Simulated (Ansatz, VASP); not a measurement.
## Two plane-wave programs on Si

```
Si
1.0
    -1.54149    1.54149    1.54149
     1.54149   -1.54149    1.54149
     1.54149    1.54149   -1.54149
Si
1
Direct
  0.00000 0.00000 0.00000
```

Alike in both runs: task electric field gradients; functional PBE; k mesh 18 × 18 × 18; occupations fermi-dirac, width 0.05 eV; no spin polarisation.

```csv
,VASP,Ansatz
version,VASP 6.6.1,Ansatz 0.2.0
potentials or method,"VASP PAW PBE potentials, release 64 (Si)","PAW with Ansatz's default frozen-core files, scalar-relativistic"
plane-wave cutoff (eV),520,420
valence electrons in the cell,4,4
```

```tsv
	VASP	Ansatz	Ansatz less VASP
pressure (GPa)	0.0	0.0	+0.02
```
